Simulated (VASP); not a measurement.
# TaC in VASP: single point with r2SCAN

Aim: the single point of TaC with r2SCAN.

All numbers are computed with VASP 6.6.1; they aren't measurements. Logs are shortened: lines on timing, memory, paths and dates and some standing lists are left out, and cuts for length are marked.

## Step 1: The cell of the first run

The cell holds a slab with vacuum, 10 atoms: a = 3.155 Å, b = 3.155 Å, c = 23.924 Å, α = 90.00°, β = 90.00°, γ = 90.00°.

## Step 2: Single point, r2SCAN, collinear spin

File POSCAR:

```
TaC
1.0
    3.1550454407      0.0000000000      0.0000000000
    0.0000000000      3.1550454407      0.0000000000
    0.0000000000      0.0000000000     23.9238161042
Ta C
5 5
Direct
    0.5000000000      0.5000000000      0.3134951367
    0.0000000000      0.0000000000      0.4067475684
    0.5000000000      0.5000000000      0.5000000000
    0.0000000000      0.0000000000      0.5932524316
    0.5000000000      0.5000000000      0.6865048633
    0.0000000000      0.0000000000      0.3134951367
    0.5000000000      0.5000000000      0.4067475684
    0.0000000000      0.0000000000      0.5000000000
    0.5000000000      0.5000000000      0.5932524316
    0.0000000000      0.0000000000      0.6865048633
```

File INCAR.step1:

```
PREC = Accurate
ENCUT = 580
ISMEAR = 0
SIGMA = 0.1
LREAL = False
LASPH = True
NELM = 200
ISPIN = 2
MAGMOM = 1 0 0 0 1 1 0 0 0 1
LMAXMIX = 4
LDIPOL = True
IDIPOL = 3
DIPOL = 0.5 0.5 0.500
NBANDS = 52
GGA = PE
ALGO = Normal
EDIFF = 1E-5
LWAVE = True
LCHARG = False
GGA_COMPAT = False
NELMDL = -8
KPAR = 4
```

File INCAR.step2:

```
PREC = Accurate
ENCUT = 580
EDIFF = 1E-6
ISMEAR = 0
SIGMA = 0.1
LREAL = False
LASPH = True
NELM = 200
ALGO = Normal
ISIF = 2
LWAVE = False
LCHARG = False
ISPIN = 2
MAGMOM = 1 0 0 0 1 1 0 0 0 1
LORBIT = 11
LMAXMIX = 4
LDIPOL = True
IDIPOL = 3
DIPOL = 0.5 0.5 0.500
METAGGA = R2SCAN
LMIXTAU = True
NBANDS = 52
ISTART = 1
GGA_COMPAT = False
KPAR = 4
```

File KPOINTS:

```
Automatic mesh
0
Gamma
  11 11 1
```

Potentials or basis: VASP PAW PBE potentials, release 64 (Ta_pv, C).

On the command line:

```sh
cat potpaw_PBE.64/Ta_pv/POTCAR potpaw_PBE.64/C/POTCAR > POTCAR
cp INCAR.step1 INCAR
mpirun -np 4 vasp_std > vasp.out
cp INCAR.step2 INCAR
mpirun -np 4 vasp_std > vasp.out
```

OUTCAR:

```text
PREC = Accurate
   ENCUT = 580
   EDIFF = 1E-6
   ISMEAR = 0
   LREAL = False
   LASPH = True
   NELM = 200
   ISIF = 2
   ISPIN = 2
   LORBIT = 11
   METAGGA = R2SCAN
   ISTART = 1

 ion  position               nearest neighbor table
   1  0.500  0.500  0.313-   6 2.23   6 2.23   6 2.23   6 2.23   7 2.23   2 3.16   2 3.16   2 3.16
                             2 3.16
   2  0.000  0.000  0.407-   8 2.23   7 2.23   7 2.23   7 2.23   7 2.23   6 2.23   3 3.16   3 3.16
                             3 3.16   3 3.16   1 3.16   1 3.16   1 3.16   1 3.16
   3  0.500  0.500  0.500-   7 2.23   9 2.23   8 2.23   8 2.23   8 2.23   8 2.23   4 3.16   4 3.16
                             2 3.16   4 3.16   2 3.16   2 3.16   4 3.16   2 3.16
   4  0.000  0.000  0.593-   8 2.23   9 2.23   9 2.23   9 2.23   9 2.23  10 2.23   3 3.16   3 3.16
                             3 3.16   3 3.16   5 3.16   5 3.16   5 3.16   5 3.16
   5  0.500  0.500  0.687-  10 2.23  10 2.23  10 2.23  10 2.23   9 2.23   4 3.16   4 3.16   4 3.16
                             4 3.16
   6  0.000  0.000  0.313-   1 2.23   1 2.23   1 2.23   1 2.23   2 2.23
   7  0.500  0.500  0.407-   3 2.23   2 2.23   2 2.23   2 2.23   2 2.23   1 2.23
   8  0.000  0.000  0.500-   2 2.23   4 2.23   3 2.23   3 2.23   3 2.23   3 2.23
   9  0.500  0.500  0.593-   3 2.23   4 2.23   4 2.23   4 2.23   4 2.23   5 2.23
  10  0.000  0.000  0.687-   5 2.23   5 2.23   5 2.23   5 2.23   4 2.23

  LATTYP: Found a simple tetragonal cell.
 ALAT       =     3.1550454407
 C/A-ratio  =     7.5827168115

  Lattice vectors:

 A1 = (   3.1550454407,   0.0000000000,   0.0000000000)
 A2 = (   0.0000000000,   3.1550454407,   0.0000000000)
 A3 = (   0.0000000000,   0.0000000000,  23.9238161042)

Analysis of symmetry for initial positions (statically):
=====================================================================
 Subroutine PRICEL returns:
 Original cell was already a primitive cell.

 Routine SETGRP: Setting up the symmetry group for a
 simple tetragonal supercell.

 Subroutine GETGRP returns: Found 16 space group operations
 (whereof 16 operations were pure point group operations)
 out of a pool of 16 trial point group operations.

The static configuration has the point symmetry D_4h.

Analysis of symmetry for dynamics (positions and initial velocities):
=====================================================================
 Subroutine PRICEL returns:
 Original cell was already a primitive cell.

 Routine SETGRP: Setting up the symmetry group for a
 simple tetragonal supercell.

 Subroutine GETGRP returns: Found 16 space group operations
 (whereof 16 operations were pure point group operations)
 out of a pool of 16 trial point group operations.

The dynamic configuration has the point symmetry D_4h.

Analysis of structural, dynamic, and magnetic symmetry:
=====================================================================
 Subroutine PRICEL returns:
 Original cell was already a primitive cell.

 Routine SETGRP: Setting up the symmetry group for a
 simple tetragonal supercell.

 Subroutine GETGRP returns: Found 16 space group operations
 (whereof 16 operations were pure point group operations)
 out of a pool of 16 trial point group operations.

The overall configuration has the point symmetry D_4h.

 Subroutine INISYM returns: Found 16 space group operations
 (whereof 16 operations are pure point group operations),
 and found     1 'primitive' translations

----------------------------------------------------------------------------------------

                                     Primitive cell

  volume of cell :     238.1451

  direct lattice vectors                    reciprocal lattice vectors
     3.155045441  0.000000000  0.000000000     0.316952646  0.000000000  0.000000000
     0.000000000  3.155045441  0.000000000     0.000000000  0.316952646  0.000000000
     0.000000000  0.000000000 23.923816104     0.000000000  0.000000000  0.041799352

  length of vectors
     3.155045441  3.155045441 23.923816104     0.316952646  0.316952646  0.041799352

  position of ions in fractional coordinates (direct lattice)
     0.500000000  0.500000000  0.313495137
     0.000000000  0.000000000  0.406747568
     0.500000000  0.500000000  0.500000000
     0.000000000  0.000000000  0.593252432
     0.500000000  0.500000000  0.686504863
     0.000000000  0.000000000  0.313495137
     0.500000000  0.500000000  0.406747568
     0.000000000  0.000000000  0.500000000
[... 82 lines left out ...]
   NELM   =    200;   NELMIN=  2; NELMDL=  0     # of ELM steps
   EDIFF  = 0.1E-05   stopping-criterion for ELM
   LREAL  =      F    real-space projection
[... 7 lines left out ...]
   TEBEG  =    0.0;   TEEND  =   0.0 temperature during run
   PSTRESS=    0.0 pullay stress
   NELECT =      75.0000    total number of electrons
   NUPDOWN=      -1.0000    fix difference up-down
   EMIN   =  10.00;   EMAX   =-10.00  energy-range for DOS
   EFERMI =   0.00;   METHOD = LEGACY
   ISMEAR =     0;   SIGMA  =   0.10  broadening in eV -4-tet -1-fermi 0-gaus
   EFERMI_NEDOS =   21; number of points for ismear=-14 and -15
   IALGO  =     38    algorithm
   IMIX   =      4    mixing-type and parameters
     AMIX     =   0.40;   BMIX     =  1.00
     AMIX_MAG =   1.60;   BMIX_MAG =  1.00
  volume/ion in A,a.u.               =      23.81       160.71
  Fermi-wavevector in a.u.,A,eV,Ry     =   1.113819  2.104813 16.879294  1.240593
  Thomas-Fermi vector in A             =   2.250408
   LORBIT       =     11    0 simple, 1 ext, 2 COOP (PROOUT), +10 PAW based schemes
   METAGGA = R2SCAN    functional components
   LHFCALC =     F    Hartree Fock is set to
   AEXX    =    0.0000 exact exchange contribution
   IVDW    =     0    specifies the selected vdW correction
   LEPSILON=     F    determine dielectric tensor
   LRPA    =     F    only Hartree local field effects (RPA)
 spin polarized calculation
 Gauss-broadening in eV      SIGMA  =   0.10
  energy-cutoff  :      580.00
  volume of cell :      238.15
 maximum number of plane-waves:      7584
 NGX is ok and might be reduce to    28
   NGX = 13   NGY = 13   NGZ = 93

 number of electron      74.9999996 magnetization      -0.0000060

 dipolmoment           0.000000      0.000000      0.000000 electrons x Angstroem

 number of electron      74.9999996 magnetization       0.0000016

 dipolmoment           0.000000      0.000000     -0.000000 electrons x Angstroem

 Free energy of the ion-electron system (eV)
  ---------------------------------------------------
  ext. energy  EPLUGINS =         0.00000000
  ---------------------------------------------------
  free energy    TOTEN  =      -296.77271379 eV

  energy without entropy =     -296.75689207  energy(sigma->0) =     -296.76480293

 E-fermi :   2.2263     XC(G=0):  -7.4358

 val. band max:        2.1775838141   @ k =   0.2727   0.0000   0.0000
 cond. band min:       2.2379447357   @ k =   0.0909   0.0909   0.0000
 fundamental gap:      0.0603609215
 Fermi energy:         2.2263121702

 spin component 1

 k-point     1 :       0.0000    0.0000    0.0000
  band No.  band energies     occupation
      1     -34.8915      1.00000
      2     -34.7874      1.00000
      3     -34.6919      1.00000
      4     -34.5088      1.00000
      5     -34.5088      1.00000
      6     -34.4350      1.00000
[... 1081 lines left out ...]
     48       6.0442      0.00000
     49       6.3253      0.00000
 Fermi energy:         2.2263121702

 spin component 2

 k-point     1 :       0.0000    0.0000    0.0000
  band No.  band energies     occupation
      1     -34.8915      1.00000
      2     -34.7874      1.00000
      3     -34.6919      1.00000
      4     -34.5088      1.00000
      5     -34.5088      1.00000
      6     -34.4350      1.00000
[... 1081 lines left out ...]
     48       6.0442      0.00000
     49       6.3253      0.00000
 [bands above 49 left out]

------------------------ aborting loop because EDIFF is reached ----------------------------------------

 vacuum level on the upper side and lower side of the slab       (xc-potential included)         0.006         0.006

  FORCE on cell =-STRESS in cart. coord.  units (eV):
  Direction    XX          YY          ZZ          XY          YZ          ZX
  --------------------------------------------------------------------------------------
  -------------------------------------------------------------------------------------
  Total       -6.1422046     -6.1422046     -4.7927152      0.0000000      0.0000000      0.0000000
  in kB      -41.3231264    -41.3231264    -32.2441190      0.0000000      0.0000000      0.0000000
  external PRESSURE =     -38.2967906 kB  Pullay stress =       0.0000000 kB

 VOLUME and BASIS-vectors are now :
 -----------------------------------------------------------------------------
  energy-cutoff  :      580.00
  volume of cell :      238.15
      direct lattice vectors                 reciprocal lattice vectors
     3.155045441  0.000000000  0.000000000     0.316952646  0.000000000  0.000000000
     0.000000000  3.155045441  0.000000000     0.000000000  0.316952646  0.000000000
     0.000000000  0.000000000 23.923816104     0.000000000  0.000000000  0.041799352

 POSITION                                       TOTAL-FORCE (eV/Angst)
 -----------------------------------------------------------------------------------
      1.57752      1.57752      7.50000         0.000000     -0.000000      2.600449
      0.00000      0.00000      9.73095        -0.000000     -0.000000     -0.239299
      1.57752      1.57752     11.96191         0.000000      0.000000      0.000000
      0.00000      0.00000     14.19286         0.000000     -0.000000      0.239299
      1.57752      1.57752     16.42382         0.000000      0.000000     -2.600449
      0.00000      0.00000      7.50000         0.000000      0.000000     -1.448167
      1.57752      1.57752      9.73095         0.000000      0.000000     -1.018667
      0.00000      0.00000     11.96191         0.000000      0.000000      0.000000
      1.57752      1.57752     14.19286         0.000000      0.000000      1.018667
      0.00000      0.00000     16.42382         0.000000      0.000000      1.448167
 -----------------------------------------------------------------------------------
    total drift:                                0.000000      0.000000      0.000000

  FREE ENERGIE OF THE ION-ELECTRON SYSTEM (eV)
  ---------------------------------------------------
  free  energy   TOTEN  =      -296.7727137907 eV

  energy  without entropy=     -296.7568920663  energy(sigma->0) =     -296.76480293

 vacuum level on the upper side and lower side of the slab         5.511         5.511

 total charge

# of ion       s       p       d       tot
------------------------------------------
    1        0.304   6.217   2.320   8.841
    2        0.306   6.272   2.392   8.971
    3        0.308   6.272   2.377   8.957
    4        0.306   6.272   2.392   8.971
    5        0.304   6.217   2.320   8.841
    6        0.882   1.506   0.000   2.387
    7        0.876   1.576   0.000   2.452
    8        0.876   1.587   0.000   2.463
    9        0.876   1.576   0.000   2.452
   10        0.882   1.506   0.000   2.387
--------------------------------------------------
tot          5.920  39.002  11.801  56.723

 magnetization (x)

# of ion       s       p       d       tot
------------------------------------------
    1        0.000   0.000   0.000   0.000
    2        0.000  -0.000   0.000   0.000
    3       -0.000  -0.000   0.000   0.000
    4        0.000  -0.000   0.000   0.000
    5        0.000   0.000   0.000   0.000
    6       -0.000  -0.000   0.000  -0.000
    7       -0.000  -0.000   0.000  -0.000
    8        0.000  -0.000   0.000  -0.000
    9       -0.000  -0.000   0.000  -0.000
   10       -0.000  -0.000   0.000  -0.000
--------------------------------------------------
tot         -0.000  -0.000   0.000   0.000
```

Wall time 12 min (4 MPI ranks of Intel Xeon 6975P-C (Granite Rapids), shared host); peak memory 0.87 GiB.

Results:

- Free energy: -296.7727 eV
- Largest force: 2.600 eV/Å
- Net moment: 0.00 μB per cell
- Valence electrons inside the program's atomic spheres: Ta 8.84, 8.97, 8.96 (each value once); C 2.39, 2.45, 2.46 (each value once)

Forces in eV/Å, atoms in the order of the input:
```
Ta   0.000  0.000  2.600
Ta   0.000  0.000 -0.239
Ta   0.000  0.000  0.000
Ta   0.000  0.000  0.239
Ta   0.000  0.000 -2.600
C    0.000  0.000 -1.448
C    0.000  0.000 -1.019
C    0.000  0.000  0.000
C    0.000  0.000  1.019
C    0.000  0.000  1.448
```

Levels at points of the mesh, in eV from the Fermi level:
Spin up:
```tsv
k point	band 34	band 35	band 36	band 37	band 38	band 39	band 40	band 41
(0.00, 0.00, 0.00)	-2.16	-2.16	-1.79	-1.79	-1.59	-0.61	-0.61	-0.18
```
Spin down:
```
           k point  band 34  band 35  band 36  band 37  band 38  band 39  band 40  band 41
(0.00, 0.00, 0.00)    -2.16    -2.16    -1.79    -1.79    -1.59    -0.61    -0.61    -0.18
```

Caveat: the PAW data sets were made with another functional, which shifts forces and pressure a little; spin-orbit coupling is left out, which moves the levels of the heavy elements.
